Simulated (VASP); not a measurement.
# ScAl (Pm-3m) in VASP: notebook

ScAl is run at these levels: PBEsol; tasks: density of states, vibrations by perturbation theory.

Program: VASP 6.6.1. These are calculated values, not measurements. Logs are shortened: lines on timing, memory, paths and dates and some standing lists are left out, and cuts for length are marked.

### Step 1. The cell of the first run

The structure is cubic, space group Pm-3m (No. 221). The conventional cell has a = 3.344 Å, b = 3.344 Å, c = 3.344 Å, α = 90.00°, β = 90.00°, γ = 90.00°. Within 3.8 Å of Sc (site symmetry m-3m) lie 8 Al at 2.90 Å and 6 Sc at 3.34 Å. Within 3.8 Å of Al (site symmetry m-3m) lie 8 Sc at 2.90 Å and 6 Al at 3.34 Å.

### Step 2. Density of states, PBEsol

File POSCAR:

```
ScAl
1.0
    3.3444038945      0.0000000000      0.0000000000
    0.0000000000      3.3444038945      0.0000000000
    0.0000000000      0.0000000000      3.3444038945
Sc Al
1 1
Direct
    0.5000000000      0.5000000000      0.5000000000
    0.0000000000      0.0000000000      0.0000000000
```

File INCAR.step1:

```
SYSTEM = ScAl
  PREC = Accurate
  ENCUT = 520
  EDIFF = 1E-7
  ISMEAR = 0
  SIGMA = 0.1
  LREAL = .FALSE.
  LASPH = .TRUE.
  NELM = 60
  ALGO = Normal
  ISIF = 2
  LWAVE = .FALSE.
  LCHARG = .TRUE.
  LMAXMIX = 4
  GGA = PS
  NBANDS = 14
```

File KPOINTS.step1:

```
Automatic mesh
0
G
  12 12 12
  0 0 0
```

File INCAR.step2:

```
SYSTEM = ScAl
  PREC = Accurate
  ENCUT = 520
  EDIFF = 1E-7
  ISMEAR = -5
  SIGMA = 0.1
  LREAL = .FALSE.
  LASPH = .TRUE.
  NELM = 60
  ALGO = Normal
  ISIF = 2
  LWAVE = .FALSE.
  LCHARG = .FALSE.
  LMAXMIX = 4
  GGA = PS
  LORBIT = 11
  NBANDS = 14
  NEDOS = 2001
  ICHARG = 11
```

File KPOINTS.step2:

```
Automatic mesh
0
G
  18 18 18
  0 0 0
```

Potentials or basis: VASP PAW PBE potentials, release 64 (Sc_sv, Al).

On the command line:

```sh
$ cat potpaw_PBE.64/Sc_sv/POTCAR potpaw_PBE.64/Al/POTCAR > POTCAR
$ cp INCAR.step1 INCAR
$ cp KPOINTS.step1 KPOINTS
$ mpirun -np 1 vasp_std > vasp.out
$ cp INCAR.step2 INCAR
$ cp KPOINTS.step2 KPOINTS
$ mpirun -np 1 vasp_std > vasp.out
```

OUTCAR:

```text
SYSTEM = ScAl
   PREC = Accurate
   ENCUT = 520
   EDIFF = 1E-7
   ISMEAR = -5
   LREAL = .FALSE.
   LASPH = .TRUE.
   NELM = 60
   ISIF = 2
   GGA = PS
   LORBIT = 11
   ICHARG = 11

 ion  position               nearest neighbor table
   1  0.500  0.500  0.500-   2 2.90   2 2.90   2 2.90   2 2.90   2 2.90   2 2.90   2 2.90   2 2.90

   2  0.000  0.000  0.000-   1 2.90   1 2.90   1 2.90   1 2.90   1 2.90   1 2.90   1 2.90   1 2.90

  LATTYP: Found a simple cubic cell.
 ALAT       =     3.3444038945

  Lattice vectors:

 A1 = (   3.3444038945,   0.0000000000,   0.0000000000)
 A2 = (   0.0000000000,   3.3444038945,   0.0000000000)
 A3 = (   0.0000000000,   0.0000000000,   3.3444038945)

Analysis of symmetry for initial positions (statically):
=====================================================================
 Subroutine PRICEL returns:
 Original cell was already a primitive cell.

 Routine SETGRP: Setting up the symmetry group for a
 simple cubic supercell.

 Subroutine GETGRP returns: Found 48 space group operations
[... 9 lines left out ...]

 Routine SETGRP: Setting up the symmetry group for a
 simple cubic supercell.

 Subroutine GETGRP returns: Found 48 space group operations
[... 11 lines left out ...]
                                     Primitive cell

  volume of cell :      37.4073

  direct lattice vectors                    reciprocal lattice vectors
     3.344403895  0.000000000  0.000000000     0.299006948  0.000000000  0.000000000
     0.000000000  3.344403895  0.000000000     0.000000000  0.299006948  0.000000000
     0.000000000  0.000000000  3.344403895     0.000000000  0.000000000  0.299006948

  length of vectors
     3.344403895  3.344403895  3.344403895     0.299006948  0.299006948  0.299006948

  position of ions in fractional coordinates (direct lattice)
[... 8 lines left out ...]
----------------------------------------------------------------------------------------

 KPOINTS: Automatic mesh

Automatic generation of k-mesh.
 Grid dimensions read from file:
 generate k-points for:   18   18   18

 Generating k-lattice:

  Cartesian coordinates                     Fractional coordinates (reciprocal lattice)
     0.016611497  0.000000000  0.000000000     0.055555556  0.000000000  0.000000000
     0.000000000  0.016611497  0.000000000     0.000000000  0.055555556  0.000000000
     0.000000000  0.000000000  0.016611497     0.000000000  0.000000000  0.055555556

  Length of vectors
     0.016611497  0.016611497  0.016611497

  Shift w.r.t. Gamma in fractional coordinates (k-lattice)
     0.000000000  0.000000000  0.000000000

 TETIRR: Found   2900 inequivalent tetrahedra from    34992

 Subroutine IBZKPT returns following result:
 ===========================================

 Found    220 irreducible k-points:

[... 61 lines left out ...]
   EFERMI_NEDOS =   21; number of points for ismear=-14 and -15
   IALGO  =     38    algorithm
   IMIX   =      4    mixing-type and parameters
     AMIX     =   0.40;   BMIX     =  1.00
     AMIX_MAG =   1.60;   BMIX_MAG =  1.00
  volume/ion in A,a.u.               =      18.70       126.22
  Fermi-wavevector in a.u.,A,eV,Ry     =   1.179774  2.229449 18.937493  1.391866
  Thomas-Fermi vector in A             =   2.316079
   LORBIT       =     11    0 simple, 1 ext, 2 COOP (PROOUT), +10 PAW based schemes
   GGA     = PS    functional components
   LHFCALC =     F    Hartree Fock is set to
   AEXX    =    0.0000 exact exchange contribution
   IVDW    =     0    specifies the selected vdW correction
   LEPSILON=     F    determine dielectric tensor
   LRPA    =     F    only Hartree local field effects (RPA)
 non-spin polarized calculation
 Fermi weights with tetrahedron method with Bloechl corrections
  energy-cutoff  :      520.00
  volume of cell :       37.41
 maximum number of plane-waves:      1024
 NGX is ok and might be reduce to    28

 number of electron      14.0000002 magnetization

 Free energy of the ion-electron system (eV)
  ---------------------------------------------------
  ext. energy  EPLUGINS =         0.00000000
  ---------------------------------------------------
  free energy    TOTEN  =       -11.62307548 eV

  energy without entropy =      -11.62307548  energy(sigma->0) =      -11.62307548

 E-fermi :   6.1509     XC(G=0): -10.5014

 val. band max:        6.1668369569   @ k =   0.3889   0.1111   0.0000
 cond. band min:       6.1446020666   @ k =   0.4444   0.3889   0.1111
 fundamental gap:     -0.0222348903
 Fermi energy:         6.1508529804

 k-point     1 :       0.0000    0.0000    0.0000
  band No.  band energies     occupation
      1     -43.0073      2.00000
      2     -21.6830      2.00000
      3     -21.6830      2.00000
      4     -21.6830      2.00000
      5      -2.3964      2.00000
      6       5.4391      2.00000
      7       5.4391      2.00000
      8       8.9306      0.00000
      9       8.9306      0.00000
     10       8.9306      0.00000
     11       9.9886      0.00000
     12       9.9886      0.00000
     13       9.9886      0.00000
     14      14.9054      0.00000
[... 377 lines left out ...]
      1     -42.9928      2.00000
      2     -21.8294      2.00000
      3     -21.6919      2.00000
      4     -21.6674      2.00000
      5      -0.7088      2.00000
      6       3.3418      2.00000
      7       5.9824      2.06577
      8       7.0214      0.00000
      9       7.3077      0.00000
     10       8.8592      0.00000
     11       9.6393      0.00000
     12      11.9293      0.00000
     13      13.1258      0.00000
     14      13.3915      0.00000

 [... further k-points ...]
[... 5 lines left out ...]
  --------------------------------------------------------------------------------------
  -------------------------------------------------------------------------------------
  Total        0.0282503      0.0282503      0.0282503     -0.0000000      0.0000000     -0.0000000
  in kB        1.2099764      1.2099764      1.2099764     -0.0000000      0.0000000     -0.0000000
  external PRESSURE =       1.2099764 kB  Pullay stress =       0.0000000 kB

 VOLUME and BASIS-vectors are now :
 -----------------------------------------------------------------------------
  energy-cutoff  :      520.00
  volume of cell :       37.41
      direct lattice vectors                 reciprocal lattice vectors
     3.344403895  0.000000000  0.000000000     0.299006948  0.000000000  0.000000000
     0.000000000  3.344403895  0.000000000     0.000000000  0.299006948  0.000000000
     0.000000000  0.000000000  3.344403895     0.000000000  0.000000000  0.299006948

 POSITION                                       TOTAL-FORCE (eV/Angst)
 -----------------------------------------------------------------------------------
      1.67220      1.67220      1.67220         0.000000      0.000000      0.000000
      0.00000      0.00000      0.00000         0.000000      0.000000      0.000000
 -----------------------------------------------------------------------------------
    total drift:                                0.000000      0.000000      0.000000

  FREE ENERGIE OF THE ION-ELECTRON SYSTEM (eV)
  ---------------------------------------------------
  free  energy   TOTEN  =       -11.6230754763 eV

  energy  without entropy=      -11.6230754763  energy(sigma->0) =      -11.62307548

 total charge

# of ion       s       p       d       tot
------------------------------------------
    1        2.218   6.148   1.157   9.523
    2        0.430   0.380   0.000   0.810
--------------------------------------------------
tot          2.648   6.528   1.157  10.333
```

OUTCAR.step1:

```text
SYSTEM = ScAl
   PREC = Accurate
   ENCUT = 520
   EDIFF = 1E-7
   ISMEAR = 0
   LREAL = .FALSE.
   LASPH = .TRUE.
[... 631 lines left out ...]
      1.67220      1.67220      1.67220         0.000000      0.000000      0.000000
      0.00000      0.00000      0.00000         0.000000      0.000000      0.000000
 -----------------------------------------------------------------------------------
    total drift:                                0.000000      0.000000      0.000000

  FREE ENERGIE OF THE ION-ELECTRON SYSTEM (eV)
  ---------------------------------------------------
  free  energy   TOTEN  =       -11.6250732888 eV

  energy  without entropy=      -11.6216091473  energy(sigma->0) =      -11.62334122
```

Wall time 44 s (1 thread of Intel Xeon 6975P-C (Granite Rapids), shared host); peak memory 0.24 GiB.

What came out:

- Valence electrons inside the program's atomic spheres: Sc 9.52; Al 0.81

Caveat: the PAW data sets were made with another functional, which shifts forces and pressure a little; tetrahedron occupations give inexact forces and stress in metals.

### Step 3. Vibrations by perturbation theory, PBEsol

This run uses another cell than the first one, of 18.76 Å³/atom, 1.003 times its volume.

File INCAR:

```
SYSTEM = ScAl
PREC = Accurate ; ENCUT = 520
EDIFF = 1E-8 ; ISMEAR = -1
SIGMA = 0.15 ; LREAL = .False.
LASPH = .True. ; NELM = 60
ALGO = Normal ; ISIF = 2
LWAVE = .False. ; LCHARG = .False.
GGA = PS ; NBANDS = 14
IBRION = 8 ; NSW = 1
```

File KPOINTS:

```
regular mesh
0
Gamma
  4 4 4
  0 0 0
```

File POSCAR:

```
ScAl
1.0
    3.3478901146      0.0000000000      0.0000000000
    0.0000000000      3.3478901146      0.0000000000
    0.0000000000      0.0000000000      3.3478901146
Sc Al
1 1
Direct
    0.5000000000      0.5000000000      0.5000000000
    0.0000000000      0.0000000000      0.0000000000
```

Potentials or basis: VASP PAW PBE potentials, release 64 (Sc_sv, Al).

On the command line:

```sh
$ cat potpaw_PBE.64/Sc_sv/POTCAR potpaw_PBE.64/Al/POTCAR > POTCAR
$ mpirun -np 1 vasp_std > vasp.out
```

OUTCAR:

```text
SYSTEM = ScAl
   PREC = Accurate
   ENCUT = 520
   EDIFF = 1E-8
   ISMEAR = -1
   LREAL = .False.
   LASPH = .True.
   NELM = 60
   ISIF = 2
   GGA = PS
   IBRION = 8
   NSW = 1

 ion  position               nearest neighbor table
   1  0.500  0.500  0.500-   2 2.90   2 2.90   2 2.90   2 2.90   2 2.90   2 2.90   2 2.90   2 2.90

   2  0.000  0.000  0.000-   1 2.90   1 2.90   1 2.90   1 2.90   1 2.90   1 2.90   1 2.90   1 2.90

  LATTYP: Found a simple cubic cell.
 ALAT       =     3.3478901146

  Lattice vectors:

 A1 = (   3.3478901146,   0.0000000000,   0.0000000000)
 A2 = (   0.0000000000,   3.3478901146,   0.0000000000)
 A3 = (   0.0000000000,   0.0000000000,   3.3478901146)

Analysis of symmetry for initial positions (statically):
=====================================================================
 Subroutine PRICEL returns:
 Original cell was already a primitive cell.

 Routine SETGRP: Setting up the symmetry group for a
 simple cubic supercell.

 Subroutine GETGRP returns: Found 48 space group operations
[... 9 lines left out ...]

 Routine SETGRP: Setting up the symmetry group for a
 simple cubic supercell.

 Subroutine GETGRP returns: Found 48 space group operations
[... 11 lines left out ...]
                                     Primitive cell

  volume of cell :      37.5244

  direct lattice vectors                    reciprocal lattice vectors
     3.347890115  0.000000000  0.000000000     0.298695586  0.000000000  0.000000000
     0.000000000  3.347890115  0.000000000     0.000000000  0.298695586  0.000000000
     0.000000000  0.000000000  3.347890115     0.000000000  0.000000000  0.298695586

  length of vectors
     3.347890115  3.347890115  3.347890115     0.298695586  0.298695586  0.298695586

  position of ions in fractional coordinates (direct lattice)
[... 8 lines left out ...]
----------------------------------------------------------------------------------------

 KPOINTS: regular mesh

Automatic generation of k-mesh.
 Grid dimensions read from file:
 generate k-points for:    4    4    4

 Generating k-lattice:

  Cartesian coordinates                     Fractional coordinates (reciprocal lattice)
     0.074673897  0.000000000  0.000000000     0.250000000  0.000000000  0.000000000
     0.000000000  0.074673897  0.000000000     0.000000000  0.250000000  0.000000000
     0.000000000  0.000000000  0.074673897     0.000000000  0.000000000  0.250000000

  Length of vectors
     0.074673897  0.074673897  0.074673897

  Shift w.r.t. Gamma in fractional coordinates (k-lattice)
     0.000000000  0.000000000  0.000000000

 Subroutine IBZKPT returns following result:
 ===========================================

 Found     10 irreducible k-points:

 Following reciprocal coordinates:
            Coordinates               Weight
[... 92 lines left out ...]
      6       5.3810      1.95272
      7       5.3810      1.95272
      8       8.8264      0.00000
      9       8.8264      0.00000
     10       8.8264      0.00000
     11       9.9721      0.00000
     12       9.9721      0.00000
     13       9.9721      0.00000
     14      14.8508      0.00000
[... 141 lines left out ...]
      3     -21.9457      2.00000
      4     -21.9457      2.00000
      5       3.5245      2.00000
      6       3.5245      2.00000
      7       3.5245      2.00000
      8       5.8262      1.35984
      9       9.0741      0.00000
     10       9.0741      0.00000
     11       9.0741      0.00000
     12       9.9061      0.00000
     13       9.9061      0.00000
     14      12.9800      0.00000

------------------------ aborting loop because EDIFF is reached ----------------------------------------

  FORCE on cell =-STRESS in cart. coord.  units (eV):
  Direction    XX          YY          ZZ          XY          YZ          ZX
  --------------------------------------------------------------------------------------
  -------------------------------------------------------------------------------------
  Total        0.1257174      0.1257174      0.1257174     -0.0000000     -0.0000000      0.0000000
  in kB        5.3677514      5.3677514      5.3677514     -0.0000000     -0.0000000      0.0000000
  external PRESSURE =       5.3677514 kB  Pullay stress =       0.0000000 kB

 VOLUME and BASIS-vectors are now :
 -----------------------------------------------------------------------------
  energy-cutoff  :      520.00
  volume of cell :       37.52
      direct lattice vectors                 reciprocal lattice vectors
     3.347890115  0.000000000  0.000000000     0.298695586  0.000000000  0.000000000
     0.000000000  3.347890115  0.000000000     0.000000000  0.298695586  0.000000000
     0.000000000  0.000000000  3.347890115     0.000000000  0.000000000  0.298695586

 POSITION                                       TOTAL-FORCE (eV/Angst)
 -----------------------------------------------------------------------------------
      1.67395      1.67395      1.67395         0.000000      0.000000      0.000000
      0.00000      0.00000      0.00000         0.000000      0.000000      0.000000
 -----------------------------------------------------------------------------------
    total drift:                                0.000000      0.000000      0.000000

  FREE ENERGIE OF THE ION-ELECTRON SYSTEM (eV)
  ---------------------------------------------------
  free  energy   TOTEN  =       -11.6747948357 eV

  energy  without entropy=      -11.6088125227  energy(sigma->0) =      -11.64180368

[... ionic steps 2 to 3 ...]

--------------------------------------- Ionic step        4  -------------------------------------------

------------------------ aborting loop because EDIFF is reached ----------------------------------------

[... ionic steps 5 to 6 ...]

--------------------------------------- Ionic step        7  -------------------------------------------

 Free energy of the ion-electron system (eV)
  ---------------------------------------------------
  ---------------------------------------------------
  free energy    TOTEN  =        -0.00626979 eV

  energy without entropy =       -0.00626979

------------------------ aborting loop because EDIFF is reached ----------------------------------------

 INTERNAL STRAIN TENSOR  FOR ION    2  DIRECTION 1   (eV/Angst):
 -----------------------------------------------------------------------------
    -0.01484 -0.00000  0.00000
     0.00000  0.00849  0.00000
     0.00000  0.00000  0.00849

 INTERNAL STRAIN TENSOR FOR ION    2 for displacements in x,y,z  (eV/Angst):
          X           Y           Z          XY          YZ          ZX
  --------------------------------------------------------------------------------
  x     0.00000     0.00000     0.00000     0.00000     0.00000     0.00000
  y     0.00000     0.00000     0.00000     0.00000     0.00000     0.00000
  z     0.00000     0.00000     0.00000     0.00000     0.00000     0.00000

 SECOND DERIVATIVES (NOT SYMMETRIZED)
 ------------------------------------
               1X          1Y          1Z          2X          2Y          2Z
  1X    -5.390927    0.000000   -0.000000    5.390927   -0.000000    0.000000
  1Y     0.000000   -5.390927   -0.000000   -0.000000    5.390927    0.000000
  1Z    -0.000000   -0.000000   -5.390927    0.000000    0.000000    5.390927
  2X     5.391384   -0.000000    0.000000   -5.391384    0.000000   -0.000000
  2Y    -0.000000    5.391384    0.000000    0.000000   -5.391384   -0.000000
  2Z     0.000000   -0.000000    5.391384    0.000000    0.000000   -5.391384

 Eigenvectors and eigenvalues of the dynamical matrix
 ----------------------------------------------------

   1 f  =    8.839898 THz    55.542717 2PiTHz  294.867259 cm-1    36.558864 meV
             X         Y         Z           dx          dy          dz
      1.673945  1.673945  1.673945     0.000000    0.612409    0.000000
      0.000000  0.000000  0.000000    -0.000000   -0.790541    0.000000
[... 21 lines left out ...]
   6 f/i=    0.000181 THz     0.001139 2PiTHz    0.006048 cm-1     0.000750 meV
             X         Y         Z           dx          dy          dz
      1.673945  1.673945  1.673945    -0.790315   -0.011943    0.014676
      0.000000  0.000000  0.000000    -0.612233   -0.009252    0.011369

--------------------------------------------------------------------------------------------------------

 ELASTIC MODULI CONTR FROM IONIC RELAXATION (kBar)
 Direction    XX          YY          ZZ          XY          YZ          ZX
 --------------------------------------------------------------------------------
 XX           0.0000      0.0000      0.0000      0.0000      0.0000      0.0000
 YY           0.0000      0.0000      0.0000      0.0000      0.0000      0.0000
 ZZ           0.0000      0.0000      0.0000      0.0000      0.0000      0.0000
 XY           0.0000      0.0000      0.0000      0.0000      0.0000      0.0000
 YZ           0.0000      0.0000      0.0000      0.0000      0.0000      0.0000
 ZX           0.0000      0.0000      0.0000      0.0000      0.0000      0.0000
 --------------------------------------------------------------------------------
```

OSZICAR:

```text
N       E                     dE             d eps       ncg     rms          rms(c)
DAV:   1     0.113851060753E+03    0.11385E+03   -0.68133E+03   288   0.936E+02
DAV:   2    -0.102884605872E+02   -0.12414E+03   -0.12040E+03   312   0.313E+02
DAV:   3    -0.128847237364E+02   -0.25963E+01   -0.25393E+01   420   0.539E+01
[... 46 lines left out ...]
RMM:   6    -0.626991432156E-02   -0.23057E-05   -0.52255E-07   829   0.492E-03    0.156E-03
RMM:   7    -0.626916129867E-02    0.75302E-06   -0.88198E-08   906   0.216E-03    0.800E-04
RMM:   8    -0.626978917058E-02   -0.62787E-06   -0.10471E-08   876   0.638E-04    0.341E-04
RMM:   9    -0.626976180925E-02    0.27361E-07   -0.15729E-09   848   0.207E-04    0.289E-05
RMM:  10    -0.626978427245E-02   -0.22463E-07   -0.17923E-10   917   0.663E-05    0.368E-05
RMM:  11    -0.626978980615E-02   -0.55337E-08   -0.15618E-11   867   0.200E-05    0.173E-05
 Linear response finished
```

It took 2 min on 1 thread of AMD EPYC 7R13, shared host; peak memory 0.15 GiB.

Results:

```
Highest phonon frequency at Γ, LO-TO splitting left out : 295 cm⁻¹
```

Phonon frequencies in cm⁻¹ (negative: imaginary):
```csv
q point,frequencies
"(0.000, 0.000, 0.000)",0 0 0 295 295 295
```

Caveat: the k points lie up to 0.47 Å⁻¹ apart; the PAW data sets were made with another functional, which shifts forces and pressure a little.

[end of part 1 of 2]
